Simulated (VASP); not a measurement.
# BaO (I4/mmm) in VASP: G0W0 quasiparticle levels with PBEsol

Aim: the G0W0 quasiparticle levels of BaO with PBEsol.

Everything below comes from runs of VASP 6.6.1. Logs are shortened: lines on timing, memory, paths and dates and some standing lists are left out, and cuts for length are marked.

## Step 1: The cell of the first run

Symmetry: I4/mmm, No. 139, tetragonal system. Conventional cell: a = 3.867 Å, b = 3.867 Å, c = 5.572 Å, α = 90.00°, β = 90.00°, γ = 90.00°. Ba (site symmetry 4/mmm) has 6 O at 2.73 to 2.79 Å within 3.6 Å. O (site symmetry 4/mmm) has 6 Ba at 2.73 to 2.79 Å within 3.6 Å.

## Step 2: G0W0 quasiparticle levels, PBEsol

The input, POSCAR:

```
BaO
1.0
    0.0000000000      2.7344002323      2.7862384498
    2.7344002323      0.0000000000      2.7862384498
    2.7344002323      2.7344002323      0.0000000000
Ba O
1 1
Direct
    0.0000000000      0.0000000000      0.0000000000
    0.5000000000      0.5000000000      0.5000000000
```

The input, INCAR.step1:

```
SYSTEM = BaO
PREC = Accurate
ENCUT = 500
EDIFF = 1E-8
ISMEAR = 0
SIGMA = 0.01
LREAL = .False.
LASPH = .True.
NELM = 100
ALGO = Normal
LWAVE = .True.
LCHARG = .False.
GGA = PS
```

The input, INCAR.step2:

```
SYSTEM = BaO
PREC = Accurate
ENCUT = 500
EDIFF = 1E-8
ISMEAR = 0
SIGMA = 0.01
LREAL = .False.
LASPH = .True.
NELM = 1
ALGO = Exact
LWAVE = .True.
LCHARG = .False.
GGA = PS
NBANDS = 102
LOPTICS = .True.
ISTART = 1
```

The input, INCAR.step3:

```
SYSTEM = BaO
PREC = Accurate
ENCUT = 500
EDIFF = 1E-8
ISMEAR = 0
SIGMA = 0.01
LREAL = .False.
LASPH = .True.
ALGO = EVGW0
LWAVE = .False.
LCHARG = .False.
GGA = PS
NELMGW = 1
NBANDS = 102
ENCUTGW = 100.0
NOMEGA = 48
PRECFOCK = Fast
ISTART = 1
NBANDSGW = 16
```

The input, KPOINTS:

```
Automatic mesh
0
Gamma
  4 4 4
  0 0 0
```

Potentials or basis: VASP PAW PBE potentials, release 64 (Ba_sv_GW, O_GW).

Command:

```
$ cat potpaw_PBE.64/Ba_sv_GW/POTCAR potpaw_PBE.64/O_GW/POTCAR > POTCAR
$ cp INCAR.step1 INCAR
$ mpirun -np 1 vasp_std > vasp.out
$ cp INCAR.step2 INCAR
$ mpirun -np 1 vasp_std > vasp.out
$ cp INCAR.step3 INCAR
$ mpirun -np 1 vasp_std > vasp.out
```

OUTCAR:

```text
SYSTEM = BaO
   PREC = Accurate
   ENCUT = 500
   EDIFF = 1E-8
   ISMEAR = 0
   LREAL = .False.
   LASPH = .True.
   GGA = PS
   NELMGW = 1
   ENCUTGW = 100.0
   PRECFOCK = Fast
   ISTART = 1

 ion  position               nearest neighbor table
   1  0.000  0.000  0.000-
   2  0.500  0.500  0.500-

  LATTYP: Found a body centered tetragonal cell.
 ALAT       =     3.8670258935
 C/A-ratio  =     1.4410239427

  Lattice vectors:

 A1 = (  -2.7344002323,   0.0000000000,   2.7862384498)
 A2 = (   2.7344002323,   0.0000000000,   2.7862384498)
 A3 = (   0.0000000000,   2.7344002323,  -2.7862384498)

Analysis of symmetry for initial positions (statically):
=====================================================================
 Subroutine PRICEL returns:
 Original cell was already a primitive cell.

 Routine SETGRP: Setting up the symmetry group for a
 body centered tetragonal supercell.

 Subroutine GETGRP returns: Found 16 space group operations
 (whereof 16 operations were pure point group operations)
 out of a pool of 16 trial point group operations.

The static configuration has the point symmetry D_4h.

Analysis of symmetry for dynamics (positions and initial velocities):
=====================================================================
 Subroutine PRICEL returns:
 Original cell was already a primitive cell.

 Routine SETGRP: Setting up the symmetry group for a
 body centered tetragonal supercell.

 Subroutine GETGRP returns: Found 16 space group operations
 (whereof 16 operations were pure point group operations)
 out of a pool of 16 trial point group operations.

The dynamic configuration has the point symmetry D_4h.

 Subroutine INISYM returns: Found 16 space group operations
 (whereof 16 operations are pure point group operations),
 and found     1 'primitive' translations

----------------------------------------------------------------------------------------

                                     Primitive cell

  volume of cell :      41.6651

  direct lattice vectors                    reciprocal lattice vectors
     0.000000000  2.734400232  2.786238450    -0.182855456  0.182855456  0.179453413
     2.734400232  0.000000000  2.786238450     0.182855456 -0.182855456  0.179453413
     2.734400232  2.734400232  0.000000000     0.182855456  0.182855456 -0.179453413

  length of vectors
     3.903853139  3.903853139  3.867025893     0.314763026  0.314763026  0.314763026

  position of ions in fractional coordinates (direct lattice)
     0.000000000  0.000000000  0.000000000
     0.500000000  0.500000000  0.500000000

  ion indices of the primitive-cell ions
   primitive index   ion index
                 1           1
                 2           2

----------------------------------------------------------------------------------------

 KPOINTS: Automatic mesh

Automatic generation of k-mesh.
 Grid dimensions read from file:
 generate k-points for:    4    4    4

 Generating k-lattice:

  Cartesian coordinates                     Fractional coordinates (reciprocal lattice)
    -0.045713864  0.045713864  0.044863353     0.250000000  0.000000000  0.000000000
     0.045713864 -0.045713864  0.044863353     0.000000000  0.250000000  0.000000000
     0.045713864  0.045713864 -0.044863353    -0.000000000 -0.000000000  0.250000000

  Length of vectors
     0.078690757  0.078690757  0.078690757

  Shift w.r.t. Gamma in fractional coordinates (k-lattice)
     0.000000000  0.000000000  0.000000000

 Subroutine IBZKPT returns following result:
 ===========================================

 Found     13 irreducible k-points:

 Following reciprocal coordinates:
            Coordinates               Weight
  0.000000  0.000000  0.000000      1.000000
  0.250000  0.000000  0.000000      8.000000
  0.500000  0.000000  0.000000      4.000000
  0.250000  0.250000  0.000000      2.000000
  0.500000  0.250000  0.000000      8.000000
 -0.250000  0.250000  0.000000      4.000000
  0.500000  0.500000  0.000000      1.000000
  0.250000  0.000000  0.250000      4.000000
  0.500000  0.000000  0.250000     16.000000
 -0.250000  0.000000  0.250000      8.000000
 -0.250000  0.500000  0.250000      4.000000
  0.500000  0.000000  0.500000      2.000000
 -0.250000  0.250000  0.500000      2.000000
   k-points           NKPTS =     13   k-points in BZ     NKDIM =     64   number of bands    NBANDS=    102
   number of dos      NEDOS =    301   number of ions     NIONS =      2
   total plane-waves  NPLWV =  21952
   dimension x,y,z NGX =    28 NGY =   28 NGZ =   28
   dimension x,y,z NGXF=    56 NGYF=   56 NGZF=   56
   ions per type =               1   1
   NGX,Y,Z   is equivalent  to a cutoff of  11.92, 11.92, 12.04 a.u.
   NGXF,Y,Z  is equivalent  to a cutoff of  23.85, 23.85, 24.07 a.u.
 SYSTEM =  BaO
   PREC   = accura    normal or accurate (medium, high low for compatibility)
   ISTART =      1    job   : 0-new  1-cont  2-samecut
   ICHARG =      0    charge: 1-file 2-atom 10-const
   ISPIN  =      1    spin polarized calculation?
   LNONCOLLINEAR =      F non collinear calculations
   LSORBIT =      F    spin-orbit coupling
   LASPH  =      T    aspherical Exc in radial PAW
   ENCUT  =  500.0 eV  36.75 Ry    6.06 a.u.   7.12  7.12  7.05*2*pi/ulx,y,z
   NELM   =     60;   NELMIN=  2; NELMDL=  0     # of ELM steps
   EDIFF  = 0.1E-07   stopping-criterion for ELM
   LREAL  =      F    real-space projection
   EDIFFG = 0.1E-06   stopping-criterion for IOM
   NSW    =      0    number of steps for IOM
   IBRION =     -1    ionic relax: 0-MD 1-quasi-New 2-CG
   NFREE  =      0    steps in history (QN), initial steepest desc. (CG)
   ISIF   =      0    stress and relaxation
   ISYM   =      3    0-nonsym 1-usesym 2-fastsym
   POTIM  = 0.5000    time-step for ionic-motion
   TEBEG  =    0.0;   TEEND  =   0.0 temperature during run
   PSTRESS=    0.0 pullay stress
   NELECT =      16.0000    total number of electrons
   NUPDOWN=      -1.0000    fix difference up-down
   EMIN   =  10.00;   EMAX   =-10.00  energy-range for DOS
   EFERMI =   0.00;   METHOD = LEGACY
   ISMEAR =     0;   SIGMA  =   0.01  broadening in eV -4-tet -1-fermi 0-gaus
   EFERMI_NEDOS =   21; number of points for ismear=-14 and -15
   IALGO  =     38    algorithm
   IMIX   =      4    mixing-type and parameters
     AMIX     =   0.40;   BMIX     =  1.00
     AMIX_MAG =   1.60;   BMIX_MAG =  1.00
  volume/ion in A,a.u.               =      20.83       140.58
  Fermi-wavevector in a.u.,A,eV,Ry     =   1.189937  2.248655 19.265174  1.415950
  Thomas-Fermi vector in A             =   2.326033
   LORBIT       =      0    0 simple, 1 ext, 2 COOP (PROOUT), +10 PAW based schemes
   GGA     = PS    functional components
   LHFCALC =     T    Hartree Fock is set to
   PRECFOCK=fast      Normal, Fast or Accurate (Low or Medium for compatibility)
   ENCUT4O =  -1.0   cutoff for four orbital integrals eV
   NKREDX  =     1    reduce k-point grid by
   NKREDY  =     1    reduce k-point grid by
   NKREDZ  =     1    reduce k-point grid by
   AEXX    =    1.0000 exact exchange contribution
   HFSCREEN=    0.0000 screening length (either q_TF or 0.3 A-1)
   HFSCREENC=   0.0000 screening length for correlation (either q_TF or 0.3 A-1)
   ENCUTFOCK=  -1.0 apply spherical cutoff to Coloumb kernel
   IVDW    =     0    specifies the selected vdW correction
   LEPSILON=     F    determine dielectric tensor
   LRPA    =     F    only Hartree local field effects (RPA)
   LRPAFORCE           =     F    calculate RPA forces
   ENCUTGW             = 100.0    cutoff for response function in eV
   ENCUTGWSOFT         =  80.0    soft cutoff for Coulomb kernel in GW response function in eV
   ENCUTLF             =  -1.0    cutoff for local field effects
   NELMGW              =     1    number of iterations in solving QP/BSE equation
   NELMHF              =     1    number of iterations in the inner HF iteration
   NKREDLFX            =     1    NKREDLFY  =   1   NKREDLFZ  =   1
 non-spin polarized calculation
 Gauss-broadening in eV      SIGMA  =   0.01
  energy-cutoff  :      500.00
  volume of cell :       41.67
 maximum number of plane-waves:      1074
  NGX = 16; NGY = 16; NGZ = 16
   NGX = 15   NGY = 15   NGZ = 15
 maximum number of plane-waves:       105
 NGX is ok and might be reduce to    14

 QP shifts <psi_nk| G(iteration)W_0 |psi_nk>: iteration 1
 for sc-GW calculations column KS-energies equals QP-energies in previous step
 and V_xc(KS)=  KS-energies - (<T + V_ion + V_H > + <T+V_H+V_ion>^1  + <V_x>^1)

 k-point   1 :       0.0000    0.0000    0.0000
  band No.  KS-energies  QP-energies   sigma(KS)   V_xc(KS)     V^pw_x(r,r')   Z            occupation Imag(sigma)

      1     -21.3783     -22.1966     -16.2946     -15.0971     -24.4396       0.6834       2.0000       1.4877
      2     -10.6202     -11.9842     -21.4231     -19.2749     -30.6084       0.6349       2.0000       0.8242
      3      -5.8390      -7.1577     -16.0496     -14.3599     -19.3195       0.7804       2.0000       0.2440
      4      -5.8390      -7.1577     -16.0496     -14.3599     -19.3195       0.7804       2.0000       0.2440
      5      -5.8390      -7.1577     -16.0496     -14.3599     -19.3195       0.7804       2.0000       0.2440
      6       3.7951       3.2464     -18.7020     -17.9403     -23.0182       0.7204       2.0000       0.1783
[... 8 lines left out ...]
     15      11.7884      13.9442      -7.4025     -10.1217      -2.1056       0.7928       0.0000      -0.2345
     16      14.9412      19.5405      -9.3934     -15.4691      -3.1570       0.7570       0.0000      -0.2253

 k-point   2 :       0.2500    0.0000    0.0000
  band No.  KS-energies  QP-energies   sigma(KS)   V_xc(KS)     V^pw_x(r,r')   Z            occupation Imag(sigma)

      1     -21.2388     -22.0597     -16.3695     -15.1811     -24.4384       0.6908       2.0000       1.4430
      2     -11.0163     -12.3466     -20.6280     -18.5360     -29.6689       0.6359       2.0000       0.8215
      3      -5.9807      -7.3211     -16.4320     -14.7056     -19.9491       0.7764       2.0000       0.2589
      4      -5.9066      -7.2352     -16.0763     -14.3723     -19.3734       0.7797       2.0000       0.2395
      5      -5.8886      -7.2143     -15.9913     -14.2935     -19.2403       0.7809       2.0000       0.2370
      6       2.9212       2.2666     -16.7698     -15.8651     -20.7737       0.7236       2.0000       0.1971
[... 8 lines left out ...]
     15      13.7545      17.1124      -8.5047     -12.8137      -2.7617       0.7793       0.0000      -0.2410
     16      14.6911      19.1094      -9.0776     -14.8564      -2.9407       0.7646       0.0000      -0.2167

 k-point   3 :       0.5000    0.0000    0.0000
  band No.  KS-energies  QP-energies   sigma(KS)   V_xc(KS)     V^pw_x(r,r')   Z            occupation Imag(sigma)

      1     -21.0911     -21.9064     -16.4501     -15.2750     -24.4382       0.6938       2.0000       1.3918
      2     -11.4151     -12.7152     -19.9115     -17.8662     -28.8506       0.6357       2.0000       0.8422
      3      -6.1064      -7.4671     -16.7581     -14.9991     -20.5042       0.7736       2.0000       0.2813
      4      -5.9704      -7.3128     -16.1137     -14.3928     -19.4386       0.7801       2.0000       0.2369
      5      -5.9362      -7.2728     -15.9349     -14.2247     -19.1455       0.7815       2.0000       0.2257
      6       2.2560       1.5344     -15.7739     -14.7700     -19.7421       0.7188       2.0000       0.2266
[... 174 lines left out ...]
      1     -21.0090     -21.8220     -16.4983     -15.3367     -24.4686       0.6999       2.0000       1.3934
      2     -10.8289     -12.1901     -21.3042     -19.1383     -30.6201       0.6285       2.0000       0.8372
      3      -7.4488      -8.8303     -15.1176     -13.2688     -18.9386       0.7472       2.0000       0.4320
      4      -6.5220      -7.8823     -15.6974     -13.9342     -19.2146       0.7715       2.0000       0.3210
      5      -6.4621      -7.8258     -15.6998     -13.9351     -19.1493       0.7728       2.0000       0.2993
      6       4.0421       3.5078     -18.8818     -18.1486     -23.0825       0.7288       2.0000       0.1684
[... 8 lines left out ...]
     15      14.2532      18.3605      -8.7820     -14.1396      -2.7068       0.7666       0.0000      -0.2202
     16      14.2877      18.3978      -8.8296     -14.1973      -2.7556       0.7657       0.0000      -0.2225

 k-point  13 :      -0.2500    0.2500    0.5000
  band No.  KS-energies  QP-energies   sigma(KS)   V_xc(KS)     V^pw_x(r,r')   Z            occupation Imag(sigma)

      1     -21.0039     -21.8182     -16.5007     -15.3380     -24.4623       0.7004       2.0000       1.3857
      2     -11.0118     -12.3591     -20.8674     -18.7368     -30.0736       0.6324       2.0000       0.8340
      3      -7.0171      -8.4066     -15.3634     -13.5492     -19.0298       0.7659       2.0000       0.3803
      4      -7.0171      -8.4066     -15.3634     -13.5492     -19.0298       0.7659       2.0000       0.3803
      5      -5.9697      -7.3159     -16.3015     -14.5754     -19.7057       0.7799       2.0000       0.2396
      6       2.9316       2.2815     -17.5566     -16.6474     -21.8899       0.7150       2.0000       0.2102
[... 8 lines left out ...]
     15      14.5137      15.8787     -10.2175     -11.9589      -5.3683       0.7838       0.0000      -0.3344
     16      14.7120      17.3332     -10.0412     -13.4382      -4.7847       0.7716       0.0000      -0.2115
```

Wall time 2.1 min (1 thread of Intel Xeon 6975P-C (Granite Rapids), shared host); peak memory 0.48 GiB.

Results:

* Quasiparticle gap: 3.01 eV
* Least direct quasiparticle gap: 3.01 eV
* Band gap of the starting levels on the mesh: 1.80 eV
* Least direct gap of the starting levels on the mesh: 1.80 eV

Caveat: the k points lie up to 0.49 Å⁻¹ apart; bands, screening cutoff and mesh are small and nothing is extrapolated, so the quasiparticle values aren't converged; spin-orbit coupling is left out, which moves the levels of the heavy elements.
